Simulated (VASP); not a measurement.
# Zn (R-3m) in VASP: a series of runs

Zn is run at these levels: PBEsol; tasks: single point.

Program: VASP 6.6.1. These are calculated values, not measurements. Logs are shortened: lines on timing, memory, paths and dates and some standing lists are left out, and cuts for length are marked.

### 1 The cell of the first run

The structure is trigonal, space group R-3m (No. 166). The conventional cell has a = 4.156 Å, b = 4.156 Å, c = 3.103 Å, α = 90.00°, β = 90.00°, γ = 120.00°. Zn (site symmetry -3m) has 14 Zn at 2.61 to 3.17 Å within 3.4 Å.

### 2 Single point, PBEsol (15.47 Å³/atom)

INCAR reads:

```
ALGO     = Fast           # electronic algorithm
EDIFF    = 1E-7           # SCF threshold, eV
ENCUT    = 520            # plane-wave cutoff, eV
GGA      = PS             # functional
ISIF     = 2              # what is computed and relaxed
ISMEAR   = 0              # smearing method
LASPH    = T              # aspherical terms in the spheres
LCHARG   = F              # write CHGCAR
LREAL    = F              # projectors in reciprocal space
LWAVE    = F              # write WAVECAR
NBANDS   = 12             # bands
NELM     = 80             # most SCF steps
PREC     = Accurate       # precision mode
SIGMA    = 0.15           # smearing width, eV
```

KPOINTS reads:

```
k-points
0
Gamma
  22 22 22
```

POSCAR reads:

```
Zn
1.0
   -1.3619424472      1.5768674079      1.5768674079
    1.5768674079     -1.3619424472      1.5768674079
    1.5768674079      1.5768674079     -1.3619424472
Zn
1
Direct
    0.0000000000      0.0000000000      0.0000000000
```

Potentials or basis: VASP PAW PBE potentials, release 64 (Zn).

Started as:

```
$ cat potpaw_PBE.64/Zn/POTCAR > POTCAR
$ mpirun -np 1 vasp_std > vasp.out
```

OUTCAR:

```text
EDIFF = 1E-7
   ENCUT = 520
   GGA = PS
   ISIF = 2
   ISMEAR = 0
   LASPH = T
   LREAL = F
   NELM = 80
   PREC = Accurate

 ion  position               nearest neighbor table
   1  0.000  0.000  0.000-

  LATTYP: Found a trigonal (rhomboedric) cell.
 ALAT       =     2.6130267648
 COS(alpha) =    -0.2648972803

  Lattice vectors:

 A1 = (  -1.3619424472,   1.5768674079,   1.5768674079)
 A2 = (   1.5768674079,  -1.3619424472,   1.5768674079)
 A3 = (   1.5768674079,   1.5768674079,  -1.3619424472)

Analysis of symmetry for initial positions (statically):
=====================================================================
 Subroutine PRICEL returns:
 Original cell was already a primitive cell.

 Routine SETGRP: Setting up the symmetry group for a
 trigonal (rhombohedral) supercell.

 Subroutine GETGRP returns: Found 12 space group operations
 (whereof 12 operations were pure point group operations)
 out of a pool of 12 trial point group operations.

The static configuration has the point symmetry D_3d.

Analysis of symmetry for dynamics (positions and initial velocities):
=====================================================================
 Subroutine PRICEL returns:
 Original cell was already a primitive cell.

 Routine SETGRP: Setting up the symmetry group for a
 trigonal (rhombohedral) supercell.

 Subroutine GETGRP returns: Found 12 space group operations
 (whereof 12 operations were pure point group operations)
 out of a pool of 12 trial point group operations.

The dynamic configuration has the point symmetry D_3d.

 Subroutine INISYM returns: Found 12 space group operations
 (whereof 12 operations are pure point group operations),
 and found     1 'primitive' translations

----------------------------------------------------------------------------------------

                                     Primitive cell

  volume of cell :      15.4750

  direct lattice vectors                    reciprocal lattice vectors
    -1.361942447  1.576867408  1.576867408    -0.040815741  0.299458060  0.299458060
     1.576867408 -1.361942447  1.576867408     0.299458060 -0.040815741  0.299458060
     1.576867408  1.576867408 -1.361942447     0.299458060  0.299458060 -0.040815741

  length of vectors
     2.613026765  2.613026765  2.613026765     0.425459968  0.425459968  0.425459968

  position of ions in fractional coordinates (direct lattice)
     0.000000000  0.000000000  0.000000000

  ion indices of the primitive-cell ions
   primitive index   ion index
                 1           1

----------------------------------------------------------------------------------------

 KPOINTS: k-points

Automatic generation of k-mesh.
 Grid dimensions read from file:
 generate k-points for:   22   22   22

 Generating k-lattice:

  Cartesian coordinates                     Fractional coordinates (reciprocal lattice)
    -0.001855261  0.013611730  0.013611730     0.045454545  0.000000000  0.000000000
     0.013611730 -0.001855261  0.013611730     0.000000000  0.045454545  0.000000000
     0.013611730  0.013611730 -0.001855261    -0.000000000 -0.000000000  0.045454545

  Length of vectors
     0.019339089  0.019339089  0.019339089

  Shift w.r.t. Gamma in fractional coordinates (k-lattice)
     0.000000000  0.000000000  0.000000000

 Subroutine IBZKPT returns following result:
 ===========================================

 Found   1024 irreducible k-points:

 Following reciprocal coordinates:
            Coordinates               Weight
  0.000000  0.000000  0.000000      1.000000
  0.045455  0.000000  0.000000      6.000000
  0.090909  0.000000  0.000000      6.000000
  0.136364  0.000000  0.000000      6.000000
  0.181818  0.000000  0.000000      6.000000
  0.227273  0.000000  0.000000      6.000000
[... 16 lines left out ...]
  0.500000  0.045455  0.000000     12.000000
 -0.454545  0.045455 -0.000000     12.000000
 [... further k-points ...]
   k-points           NKPTS =   1024   k-points in BZ     NKDIM =   1024   number of bands    NBANDS=     12
   number of dos      NEDOS =    301   number of ions     NIONS =      1
   total plane-waves  NPLWV =   8000
   dimension x,y,z NGX =    20 NGY =   20 NGZ =   20
   dimension x,y,z NGXF=    40 NGYF=   40 NGZF=   40
   ions per type =               1
   NGX,Y,Z   is equivalent  to a cutoff of  12.72, 12.72, 12.72 a.u.
   NGXF,Y,Z  is equivalent  to a cutoff of  25.45, 25.45, 25.45 a.u.
 SYSTEM =  unknown system
   PREC   = accura    normal or accurate (medium, high low for compatibility)
   ISTART =      0    job   : 0-new  1-cont  2-samecut
   ICHARG =      2    charge: 1-file 2-atom 10-const
   ISPIN  =      1    spin polarized calculation?
   LNONCOLLINEAR =      F non collinear calculations
   LSORBIT =      F    spin-orbit coupling
   LASPH  =      T    aspherical Exc in radial PAW
   ENCUT  =  520.0 eV  38.22 Ry    6.18 a.u.   4.86  4.86  4.86*2*pi/ulx,y,z
   NELM   =     80;   NELMIN=  2; NELMDL= -5     # of ELM steps
   EDIFF  = 0.1E-06   stopping-criterion for ELM
   LREAL  =      F    real-space projection
   EDIFFG = 0.1E-05   stopping-criterion for IOM
   NSW    =      0    number of steps for IOM
   IBRION =     -1    ionic relax: 0-MD 1-quasi-New 2-CG
   NFREE  =      0    steps in history (QN), initial steepest desc. (CG)
   ISIF   =      2    stress and relaxation
   ISYM   =      2    0-nonsym 1-usesym 2-fastsym
   POTIM  = 0.5000    time-step for ionic-motion
   TEBEG  =    0.0;   TEEND  =   0.0 temperature during run
   PSTRESS=    0.0 pullay stress
   NELECT =      12.0000    total number of electrons
   NUPDOWN=      -1.0000    fix difference up-down
   EMIN   =  10.00;   EMAX   =-10.00  energy-range for DOS
   EFERMI =   0.00;   METHOD = LEGACY
   ISMEAR =     0;   SIGMA  =   0.15  broadening in eV -4-tet -1-fermi 0-gaus
   EFERMI_NEDOS =   21; number of points for ismear=-14 and -15
   IALGO  =     68    algorithm
   IMIX   =      4    mixing-type and parameters
     AMIX     =   0.40;   BMIX     =  1.00
     AMIX_MAG =   1.60;   BMIX_MAG =  1.00
  volume/ion in A,a.u.               =      15.47       104.43
  Fermi-wavevector in a.u.,A,eV,Ry     =   1.504036  2.842217 30.778088  2.262126
  Thomas-Fermi vector in A             =   2.615069
   LORBIT       =      0    0 simple, 1 ext, 2 COOP (PROOUT), +10 PAW based schemes
   GGA     = PS    functional components
   LHFCALC =     F    Hartree Fock is set to
   AEXX    =    0.0000 exact exchange contribution
   IVDW    =     0    specifies the selected vdW correction
   LEPSILON=     F    determine dielectric tensor
   LRPA    =     F    only Hartree local field effects (RPA)
 non-spin polarized calculation
 RMM-DIIS sequential band-by-band and
 Gauss-broadening in eV      SIGMA  =   0.15
  energy-cutoff  :      520.00
  volume of cell :       15.47
 maximum number of plane-waves:       440
   NGX =  9   NGY =  9   NGZ =  9

 number of electron      12.0000024 magnetization

 Free energy of the ion-electron system (eV)
  ---------------------------------------------------
  ext. energy  EPLUGINS =         0.00000000
  ---------------------------------------------------
  free energy    TOTEN  =        -1.46477601 eV

  energy without entropy =       -1.46088606  energy(sigma->0) =       -1.46283103

 E-fermi :   2.7617     XC(G=0): -11.6034

 val. band max:        2.7569003943   @ k =   0.3182   0.2273   0.2273
 cond. band min:       2.7619669624   @ k =   0.3636   0.2727   0.1818
 fundamental gap:      0.0050665681
 Fermi energy:         2.7616854993

 k-point     1 :       0.0000    0.0000    0.0000
  band No.  band energies     occupation
      1      -7.4526      2.00000
      2      -5.1416      2.00000
      3      -5.1416      2.00000
      4      -4.5090      2.00000
      5      -4.2891      2.00000
      6      -4.2891      2.00000
      7      18.5770      0.00000
      8      19.5508      0.00000
      9      19.5508      0.00000
     10      22.0937      0.00000
     11      22.0937      0.00000
     12      24.5112      0.00000

 k-point     2 :       0.0455    0.0000    0.0000
  band No.  band energies     occupation
      1      -7.3951      2.00000
      2      -5.1435      2.00000
      3      -5.1332      2.00000
      4      -4.5062      2.00000
      5      -4.2917      2.00000
      6      -4.2906      2.00000
      7      17.8783      0.00000
      8      18.9141      0.00000
      9      19.3437      0.00000
     10      22.3986      0.00000
     11      23.1280      0.00000
     12      24.8272      0.00000

 k-point     3 :       0.0909    0.0000    0.0000
  band No.  band energies     occupation
      1      -7.2245      2.00000
      2      -5.1496      2.00000
      3      -5.1083      2.00000
      4      -4.4973      2.00000
      5      -4.2985      2.00000
      6      -4.2948      2.00000
      7      15.9876      0.00000
      8      18.5119      0.00000
      9      18.8999      0.00000
     10      23.1252      0.00000
     11      24.2091      0.00000
     12      25.3240      0.00000
[... 286 lines left out ...]
 k-point    23 :       0.5000    0.0455    0.0000
  band No.  band energies     occupation
      1      -5.5415      2.00000
      2      -5.2832      2.00000
      3      -4.3191      2.00000
      4      -4.3064      2.00000
      5      -4.1755      2.00000
      6      -0.3975      2.00000
      7       0.9943      2.00000
      8      15.2660      0.00000
      9      16.3875      0.00000
     10      19.8160      0.00000
     11      21.5540      0.00000
     12      33.0166      0.00000

 k-point    24 :      -0.4545    0.0455   -0.0000
  band No.  band energies     occupation
      1      -5.5376      2.00000
      2      -5.2747      2.00000
      3      -4.3309      2.00000
      4      -4.3061      2.00000
      5      -4.1976      2.00000
      6      -1.4258      2.00000
      7       2.2238      2.00000
      8      15.5791      0.00000
      9      16.6079      0.00000
     10      19.7515      0.00000
     11      21.4283      0.00000
     12      32.0263      0.00000

 [... further k-points ...]

------------------------ aborting loop because EDIFF is reached ----------------------------------------

  FORCE on cell =-STRESS in cart. coord.  units (eV):
  Direction    XX          YY          ZZ          XY          YZ          ZX
  --------------------------------------------------------------------------------------
  -------------------------------------------------------------------------------------
  Total       -0.2557790     -0.2557790     -0.2557790     -0.1350324     -0.1350324     -0.1350324
  in kB      -26.4816384    -26.4816384    -26.4816384    -13.9803504    -13.9803504    -13.9803504
  external PRESSURE =     -26.4816384 kB  Pullay stress =       0.0000000 kB

 VOLUME and BASIS-vectors are now :
 -----------------------------------------------------------------------------
  energy-cutoff  :      520.00
  volume of cell :       15.47
      direct lattice vectors                 reciprocal lattice vectors
    -1.361942447  1.576867408  1.576867408    -0.040815741  0.299458060  0.299458060
     1.576867408 -1.361942447  1.576867408     0.299458060 -0.040815741  0.299458060
     1.576867408  1.576867408 -1.361942447     0.299458060  0.299458060 -0.040815741

 POSITION                                       TOTAL-FORCE (eV/Angst)
 -----------------------------------------------------------------------------------
      0.00000      0.00000      0.00000        -0.000000     -0.000000      0.000000
 -----------------------------------------------------------------------------------
    total drift:                                0.000000      0.000000      0.000000

  FREE ENERGIE OF THE ION-ELECTRON SYSTEM (eV)
  ---------------------------------------------------
  free  energy   TOTEN  =        -1.4647760051 eV

  energy  without entropy=       -1.4608860639  energy(sigma->0) =       -1.46283103
```

It took 56 s on 1 thread of Intel Xeon 6975P-C (Granite Rapids), shared host; peak memory 0.28 GiB.

Results:

```
Free energy            : -1.4648 eV
Pressure               : -2.6 GPa
Band gap on the k mesh : zero (bands 6 and 7 overlap by 6.01 eV)
```

Caveat: the PAW data sets were made with another functional, which shifts forces and pressure a little.

### 3 Single point, PBEsol (15.47 Å³/atom)

INCAR reads:

```
  ALGO = Fast
  EDIFF = 1E-6
  ENCUT = 520
  GGA = PS
  ISIF = 2
  ISMEAR = 0
  LASPH = T
  LCHARG = F
  LREAL = F
  LWAVE = F
  NBANDS = 12
  NELM = 60
  PREC = Accurate
  SIGMA = 0.15
```

KPOINTS is that of step 2.

POSCAR reads:

```
Zn
1.0
   -0.9384175671      1.6363516860      1.6363516860
    1.6363516860     -0.9384175671      1.6363516860
    1.6363516860      1.6363516860     -0.9384175671
Zn
1
Direct
    0.0000000000      0.0000000000      0.0000000000
```

Potentials or basis: VASP PAW PBE potentials, release 64 (Zn).

Started as:

```
$ cat potpaw_PBE.64/Zn/POTCAR > POTCAR
$ mpirun -np 1 vasp_std > vasp.out
```

Run time: 53 s. Hardware: 1 thread of Intel Xeon 6975P-C (Granite Rapids), shared host; peak memory 0.28 GiB.

The run converged. Its results:

```
Free energy            : -1.2821 eV
Pressure               : 6.5 GPa
Band gap on the k mesh : zero (bands 6 and 7 overlap by 8.19 eV)
```

Stress tensor (GPa, compression positive):
```
 6.52 -1.35 -1.35
-1.35  6.52 -1.35
-1.35 -1.35  6.52
```

Levels at points of the mesh, in eV from the Fermi level:
```csv
k point,band 4,band 5,band 6,band 7,band 8,band 9
"(0.00, 0.00, 0.00)",-6.86,-6.83,-6.83,13.58,13.78,13.78
"(0.50, 0.00, 0.00)",-7.25,-6.80,-3.43,-2.70,18.08,18.16
"(0.50, 0.50, 0.00)",-7.16,-6.49,0.65,2.19,3.35,6.81
"(0.50, 0.50, 0.50)",-6.47,-6.47,5.49,5.49,7.29,10.86
```

Caveat: the cell stands under pressure; the PAW data sets were made with another functional, which shifts forces and pressure a little.
